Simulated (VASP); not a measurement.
# Y2TaN3 (P4/mmm) in VASP: a series of runs

Runs on Y2TaN3. Level: PBE. Tasks: single point.

All numbers are computed with VASP 6.6.1; they aren't measurements. Logs are shortened: lines on timing, memory, paths and dates and some standing lists are left out, and cuts for length are marked.

## 1. The cell of the first run

The structure is tetragonal, space group P4/mmm (No. 123). The conventional cell has a = 3.653 Å, b = 3.653 Å, c = 7.250 Å, α = 90.00°, β = 90.00°, γ = 90.00°. Within 2.7 Å of Y (site symmetry 4/mmm) lie 6 N at 2.05 to 2.58 Å. Y (site symmetry 4/mmm) has 4 Ta at 2.58 Å and 8 N at 3.02 Å within 3.4 Å. Within 2.1 Å of Ta (site symmetry 4/mmm) lie 2 N at 1.57 Å. Within 2.1 Å of N (site symmetry 4mm) lie 1 Ta at 1.57 Å and 1 Y at 2.05 Å. N (site symmetry 4/mmm) has 4 Y at 2.58 Å and 8 N at 3.30 Å within 3.4 Å.

The cell was built from a structure type or drawn by symmetry, and may not be a known phase.

## 2. Single point, PBE, collinear spin

Contents of INCAR:

```
PREC = Accurate
ENCUT = 520
EDIFF = 1E-6
ISMEAR = 0
SIGMA = 0.1
LREAL = False
LASPH = True
NELM = 150
ALGO = Normal
ISIF = 2
LWAVE = False
LCHARG = False
ISPIN = 2
MAGMOM = 0 0 1 0 0 0
LORBIT = 11
LMAXMIX = 4
GGA = PE
NBANDS = 37
```

Contents of KPOINTS:

```
Automatic mesh
0
Gamma
  6 6 4
```

Contents of POSCAR:

```
Y2TaN3
1.0
    3.6528973500      0.0000000000      0.0000000000
    0.0000000000      3.6528973500      0.0000000000
    0.0000000000      0.0000000000      7.2501844500
Y Ta N
2 1 3
Direct
    0.0000000000      0.0000000000      0.0000000000
    0.5000000000      0.5000000000      0.5000000000
    0.0000000000      0.0000000000      0.5000000000
    0.0000000000      0.0000000000      0.7167874000
    0.0000000000      0.0000000000      0.2832126000
    0.5000000000      0.5000000000      0.0000000000
```

Potentials or basis: VASP PAW PBE potentials, release 64 (Y_sv, Ta_pv, N).

Run with:

```
$ cat potpaw_PBE.64/Y_sv/POTCAR potpaw_PBE.64/Ta_pv/POTCAR potpaw_PBE.64/N/POTCAR > POTCAR
$ mpirun -np 1 vasp_std > vasp.out
```

OUTCAR:

```text
PREC = Accurate
   ENCUT = 520
   EDIFF = 1E-6
   ISMEAR = 0
   LREAL = False
   LASPH = True
   NELM = 150
   ISIF = 2
   ISPIN = 2
   LORBIT = 11
   GGA = PE

 ion  position               nearest neighbor table
   1  0.000  0.000  0.000-   4 2.05   5 2.05   6 2.58   6 2.58   6 2.58   6 2.58   3 3.63   3 3.63

   2  0.500  0.500  0.500-   3 2.58   3 2.58   3 2.58   3 2.58   4 3.02   5 3.02   5 3.02   4 3.02
                             5 3.02   4 3.02   4 3.02   5 3.02
   3  0.000  0.000  0.500-   4 1.57   5 1.57   2 2.58   2 2.58   2 2.58   2 2.58   1 3.63   1 3.63

   4  0.000  0.000  0.717-   3 1.57   1 2.05   2 3.02   2 3.02   2 3.02   2 3.02
   5  0.000  0.000  0.283-   3 1.57   1 2.05   2 3.02   2 3.02   2 3.02   2 3.02
   6  0.500  0.500  0.000-   1 2.58   1 2.58   1 2.58   1 2.58

  LATTYP: Found a simple tetragonal cell.
 ALAT       =     3.6528973500
 C/A-ratio  =     1.9847763995

  Lattice vectors:

 A1 = (   3.6528973500,   0.0000000000,   0.0000000000)
 A2 = (   0.0000000000,   3.6528973500,   0.0000000000)
 A3 = (   0.0000000000,   0.0000000000,   7.2501844500)

Analysis of symmetry for initial positions (statically):
=====================================================================
 Subroutine PRICEL returns:
 Original cell was already a primitive cell.

 Routine SETGRP: Setting up the symmetry group for a
 simple tetragonal supercell.

 Subroutine GETGRP returns: Found 16 space group operations
 (whereof 16 operations were pure point group operations)
 out of a pool of 16 trial point group operations.

The static configuration has the point symmetry D_4h.

Analysis of symmetry for dynamics (positions and initial velocities):
=====================================================================
 Subroutine PRICEL returns:
 Original cell was already a primitive cell.

 Routine SETGRP: Setting up the symmetry group for a
 simple tetragonal supercell.

 Subroutine GETGRP returns: Found 16 space group operations
 (whereof 16 operations were pure point group operations)
 out of a pool of 16 trial point group operations.

The dynamic configuration has the point symmetry D_4h.

Analysis of structural, dynamic, and magnetic symmetry:
=====================================================================
 Subroutine PRICEL returns:
[... 153 lines left out ...]
 NGX is ok and might be reduce to    28
   NGX = 13   NGY = 13   NGZ = 27

 number of electron      47.9999997 magnetization       0.0003670

 number of electron      47.9999997 magnetization      -0.0146321

 Free energy of the ion-electron system (eV)
  ---------------------------------------------------
  ext. energy  EPLUGINS =         0.00000000
  ---------------------------------------------------
  free energy    TOTEN  =       -39.72948434 eV

  energy without entropy =      -39.69587432  energy(sigma->0) =      -39.71267933

 E-fermi :   3.4887     XC(G=0): -10.4954

 val. band max:        3.4863453638   @ k =   0.1667   0.1667   0.5000
 cond. band min:       3.4913963256   @ k =   0.1667   0.0000   0.2500
 fundamental gap:      0.0050509618
 Fermi energy:         3.4886936968

 spin component 1

 k-point     1 :       0.0000    0.0000    0.0000
  band No.  band energies     occupation
      1     -38.9698      1.00000
      2     -37.3301      1.00000
      3     -32.6127      1.00000
      4     -30.1841      1.00000
      5     -30.1841      1.00000
      6     -19.0672      1.00000
[... 925 lines left out ...]
     35      10.0592      0.00000
     36      10.1148      0.00000

 [... further k-points ...]

 spin component 2

 k-point     1 :       0.0000    0.0000    0.0000
  band No.  band energies     occupation
      1     -38.9703      1.00000
      2     -37.3310      1.00000
      3     -32.6127      1.00000
      4     -30.1850      1.00000
      5     -30.1850      1.00000
      6     -19.0673      1.00000
[... 925 lines left out ...]
     35      10.0592      0.00000
     36      10.1200      0.00000

 [... further k-points ...]

 [bands above 36 left out]

------------------------ aborting loop because EDIFF is reached ----------------------------------------

  FORCE on cell =-STRESS in cart. coord.  units (eV):
  Direction    XX          YY          ZZ          XY          YZ          ZX
  --------------------------------------------------------------------------------------
  -------------------------------------------------------------------------------------
  Total       10.9270747     10.9270747     71.8787135      0.0000000      0.0000000      0.0000000
  in kB      180.9632974    180.9632974   1190.3834659      0.0000000      0.0000000      0.0000000
  external PRESSURE =     517.4366869 kB  Pullay stress =       0.0000000 kB

 VOLUME and BASIS-vectors are now :
 -----------------------------------------------------------------------------
  energy-cutoff  :      520.00
  volume of cell :       96.74
      direct lattice vectors                 reciprocal lattice vectors
     3.652897350  0.000000000  0.000000000     0.273755297  0.000000000  0.000000000
     0.000000000  3.652897350  0.000000000     0.000000000  0.273755297  0.000000000
     0.000000000  0.000000000  7.250184450     0.000000000  0.000000000  0.137927525

 POSITION                                       TOTAL-FORCE (eV/Angst)
 -----------------------------------------------------------------------------------
      0.00000      0.00000      0.00000         0.000000     -0.000000      0.000000
      1.82645      1.82645      3.62509         0.000000     -0.000000      0.000000
      0.00000      0.00000      3.62509         0.000000     -0.000000      0.000000
      0.00000      0.00000      5.19684         0.000000      0.000000     15.701959
      0.00000      0.00000      2.05334        -0.000000      0.000000    -15.701959
      1.82645      1.82645      0.00000         0.000000     -0.000000      0.000000
 -----------------------------------------------------------------------------------
    total drift:                               -0.000000      0.000000      0.000000

  FREE ENERGIE OF THE ION-ELECTRON SYSTEM (eV)
  ---------------------------------------------------
  free  energy   TOTEN  =       -39.7294843386 eV

  energy  without entropy=      -39.6958743186  energy(sigma->0) =      -39.71267933

 total charge

# of ion       s       p       d       f       tot
--------------------------------------------------
    1        2.219   6.489   1.173   0.134  10.014
    2        2.305   6.357   1.553   0.078  10.294
    3        0.590   6.385   3.609   0.000  10.584
    4        1.360   2.512   0.000   0.000   3.872
    5        1.360   2.512   0.000   0.000   3.872
    6        1.269   2.221   0.000   0.000   3.491
--------------------------------------------------
tot          9.104  26.476   6.335   0.212  42.127

 magnetization (x)

# of ion       s       p       d       f       tot
--------------------------------------------------
    1        0.000  -0.002  -0.002  -0.000  -0.004
    2       -0.000   0.000  -0.001  -0.000  -0.001
    3        0.000   0.000  -0.001   0.000  -0.001
    4        0.000   0.001   0.000   0.000   0.001
    5        0.000   0.001   0.000   0.000   0.001
    6       -0.000  -0.008   0.000   0.000  -0.008
--------------------------------------------------
tot          0.000  -0.008  -0.003  -0.000  -0.011
```

stdout:

```text
POSCAR found type information on POSCAR Y TaN
 POSCAR found :  3 types and       6 ions
 scaLAPACK will be used
 LDA part: xc-table for (Slater+PW92), standard interpolation
 POSCAR, INCAR and KPOINTS ok, starting setup
 FFT: planning ... GRIDC
 FFT: planning ... GRID_SOFT
 FFT: planning ... GRID
 WAVECAR not read
 entering main loop
```

Run time: 2.3 min. Hardware: 1 thread of AMD EPYC 9R45 (Zen 5), shared host; peak memory 0.32 GiB.

What came out:

```
Free energy                                           : -39.7295 eV
Pressure                                              : 51.7 GPa
Largest force                                         : 15.702 eV/Å
Band gap on the k mesh                                : zero (filled and empty bands overlap)
Net moment                                            : -0.01 μB per cell
Valence electrons inside the program's atomic spheres : Y 10.01, 10.29; Ta 10.58; N 3.87, 3.49 (each value once)
```

Forces in eV/Å, atoms in the order of the input:
```
Y     0.000   0.000   0.000
Y     0.000   0.000   0.000
Ta    0.000   0.000   0.000
N     0.000   0.000  15.702
N     0.000   0.000 -15.702
N     0.000   0.000   0.000
```

Stress tensor (GPa, compression positive):
```
 18.10   0.00   0.00
  0.00  18.10   0.00
  0.00   0.00 119.04
```

Levels at points of the mesh, in eV from the Fermi level:
Spin up:
```tsv
k point	band 22	band 23	band 24	band 25	band 26	band 27
(0.00, 0.00, 0.00)	-2.23	-0.40	0.50	0.50	1.90	2.23
(0.50, 0.00, 0.00)	-0.86	-0.48	0.42	1.06	2.00	2.34
(0.50, 0.50, 0.00)	-0.16	-0.16	0.06	2.02	2.24	2.24
(0.00, 0.00, 0.50)	-2.40	-0.53	-0.30	0.46	0.46	2.28
(0.50, 0.00, 0.50)	-0.78	-0.42	-0.36	0.86	1.80	2.00
(0.50, 0.50, 0.50)	-0.32	-0.32	-0.19	-0.14	2.77	3.30
```
Spin down:
| k point | band 20 | band 21 | band 22 | band 23 | band 24 | band 25 | band 26 | band 27 | band 28 | band 29 |
| --- | --- | --- | --- | --- | --- | --- | --- | --- | --- | --- |
| (0.00, 0.00, 0.00) | -2.40 | -2.23 | -2.23 | -0.38 | 0.46 | 0.46 | 1.90 | 2.23 | 2.33 | 3.39 |
| (0.50, 0.00, 0.00) | -2.12 | -0.97 | -0.86 | -0.46 | 0.42 | 1.06 | 2.00 | 2.34 | 2.77 | 3.10 |
| (0.50, 0.50, 0.00) | -1.83 | -0.97 | -0.19 | -0.19 | 0.08 | 2.02 | 2.24 | 2.24 | 2.77 | 2.94 |
| (0.00, 0.00, 0.50) | -2.58 | -2.58 | -2.40 | -0.51 | -0.30 | 0.42 | 0.42 | 2.28 | 3.42 | 3.83 |
| (0.50, 0.00, 0.50) | -2.13 | -0.97 | -0.78 | -0.42 | -0.35 | 0.87 | 1.80 | 1.99 | 2.94 | 3.04 |
| (0.50, 0.50, 0.50) | -1.47 | -1.00 | -0.35 | -0.35 | -0.17 | -0.14 | 2.77 | 3.30 | 3.30 | 3.84 |

Caveat: the cell stands under pressure; spin-orbit coupling is left out, which moves the levels of the heavy elements; forces of over 1 eV/Å act on the atoms, so gaps and moduli don't describe the material at rest.

## 3. Single point, PBE, collinear spin

This run uses another cell than the first one, of 21.39 Å³/atom.

Contents of INCAR:

```
PREC = Accurate
ENCUT = 520
EDIFF = 1E-7
ISMEAR = 0
SIGMA = 0.1
LREAL = F
LASPH = T
NELM = 150
ALGO = Normal
ISIF = 2
LWAVE = F
LCHARG = T
ISPIN = 2
MAGMOM = 0 0 1 0 0 0
LORBIT = 11
LMAXMIX = 4
GGA = PE
LELF = T
LVHAR = T
NBANDS = 37
```

KPOINTS is that of step 2.

Contents of POSCAR:

```
Y2TaN3
1.0
    3.9318429050      0.0000000000      0.0000000000
    0.0000000000      3.9318429050      0.0000000000
    0.0000000000      0.0000000000      8.3020351641
Y Ta N
2 1 3
Direct
    0.0000000000      0.0000000000      0.0000000000
    0.5000000000      0.5000000000      0.5000000000
    0.0000000000      0.0000000000      0.5000000000
    0.0000000000      0.0000000000      0.7291871566
    0.0000000000      0.0000000000      0.2708128434
    0.5000000000      0.5000000000      0.0000000000
```

Potentials or basis: VASP PAW PBE potentials, release 64 (Y_sv, Ta_pv, N).

Run with:

```
$ cat potpaw_PBE.64/Y_sv/POTCAR potpaw_PBE.64/Ta_pv/POTCAR potpaw_PBE.64/N/POTCAR > POTCAR
$ mpirun -np 1 vasp_std > vasp.out
```

OUTCAR:

```text
PREC = Accurate
   ENCUT = 520
   EDIFF = 1E-7
   ISMEAR = 0
   LREAL = F
   LASPH = T
   NELM = 150
   ISIF = 2
   ISPIN = 2
   LORBIT = 11
   GGA = PE

 ion  position               nearest neighbor table
   1  0.000  0.000  0.000-   4 2.25   5 2.25   6 2.78   6 2.78   6 2.78   6 2.78
   2  0.500  0.500  0.500-   3 2.78   3 2.78   3 2.78   3 2.78
   3  0.000  0.000  0.500-   4 1.90   5 1.90   2 2.78   2 2.78   2 2.78   2 2.78
   4  0.000  0.000  0.729-   3 1.90   1 2.25
[... 2121 lines left out ...]
 -----------------------------------------------------------------------------------
      0.00000      0.00000      0.00000        -0.000000      0.000000      0.000000
      1.96592      1.96592      4.15102        -0.000000      0.000000      0.000000
      0.00000      0.00000      4.15102        -0.000000      0.000000      0.000000
      0.00000      0.00000      6.05374         0.000000     -0.000000     -0.034203
      0.00000      0.00000      2.24830         0.000000      0.000000      0.034203
      1.96592      1.96592      0.00000        -0.000000      0.000000      0.000000
 -----------------------------------------------------------------------------------
    total drift:                                0.000000      0.000000      0.000000

  FREE ENERGIE OF THE ION-ELECTRON SYSTEM (eV)
  ---------------------------------------------------
  free  energy   TOTEN  =       -46.1607989186 eV

  energy  without entropy=      -46.1343492108  energy(sigma->0) =      -46.14757406

 total charge

# of ion       s       p       d       f       tot
--------------------------------------------------
    1        2.174   6.336   0.836   0.071   9.416
    2        2.269   6.231   1.216   0.036   9.752
    3        0.458   6.230   2.587   0.000   9.276
    4        1.305   2.304   0.000   0.000   3.609
    5        1.305   2.304   0.000   0.000   3.609
    6        1.293   2.119   0.000   0.000   3.411
--------------------------------------------------
tot          8.804  25.524   4.639   0.107  39.073

 magnetization (x)

# of ion       s       p       d       f       tot
--------------------------------------------------
    1        0.000   0.000   0.000  -0.000   0.000
    2        0.000   0.000   0.000   0.000   0.000
    3       -0.000   0.000  -0.000   0.000  -0.000
    4       -0.000  -0.000   0.000   0.000  -0.000
    5       -0.000  -0.000   0.000   0.000  -0.000
    6       -0.000  -0.000   0.000   0.000  -0.000
--------------------------------------------------
tot         -0.000  -0.000   0.000  -0.000  -0.000
```

OSZICAR:

```text
N       E                     dE             d eps       ncg     rms          rms(c)
DAV:   1     0.315133994454E+03    0.31513E+03   -0.23863E+04  4464   0.123E+03
DAV:   2    -0.301143459553E+02   -0.34525E+03   -0.32526E+03  5394   0.325E+02
DAV:   3    -0.557675379098E+02   -0.25653E+02   -0.25010E+02  6766   0.743E+01
[... 15 lines left out ...]
DAV:  19    -0.461607954856E+02   -0.44969E-05   -0.61407E-05  5306   0.365E-02    0.248E-02
DAV:  20    -0.461607991254E+02   -0.36398E-05   -0.12231E-05  5056   0.179E-02    0.157E-02
DAV:  21    -0.461607978407E+02    0.12847E-05   -0.31673E-06  5164   0.839E-03    0.502E-03
DAV:  22    -0.461607988738E+02   -0.10332E-05   -0.11982E-06  4833   0.652E-03    0.172E-03
DAV:  23    -0.461607989186E+02   -0.44764E-07   -0.89345E-08  4580   0.135E-03
   1 F= -.46160799E+02 E0= -.46147574E+02  d E =-.264497E-01  mag=    -0.0000
```

stdout:

```text
POSCAR found type information on POSCAR Y TaN
 POSCAR found :  3 types and       6 ions
 scaLAPACK will be used
 LDA part: xc-table for (Slater+PW92), standard interpolation
 POSCAR, INCAR and KPOINTS ok, starting setup
 FFT: planning ... GRIDC
 FFT: planning ... GRID_SOFT
 FFT: planning ... GRID
 WAVECAR not read
 entering main loop
```

It took 3.1 min on 1 thread of AMD EPYC 9R45 (Zen 5), shared host; peak memory 0.4 GiB.

What came out:

| Item | Value |
| --- | --- |
| Free energy | -46.1608 eV |
| Pressure | -0.3 GPa |
| Largest force | 0.034 eV/Å |
| Band gap on the k mesh | zero (filled and empty bands overlap) |
| Net moment | 0.00 μB per cell |
| Valence electrons inside the program's atomic spheres | Y 9.42, 9.75; Ta 9.28; N 3.61, 3.41 (each value once) |

Forces on the atoms (eV/Å):
```
Y    0.000  0.000  0.000
Y    0.000  0.000  0.000
Ta   0.000  0.000  0.000
N    0.000  0.000 -0.034
N    0.000  0.000  0.034
N    0.000  0.000  0.000
```

Stress tensor (GPa, compression positive):
```
-1.27  0.00  0.00
 0.00 -1.27  0.00
 0.00  0.00  1.74
```

Caveat: spin-orbit coupling is left out, which moves the levels of the heavy elements.
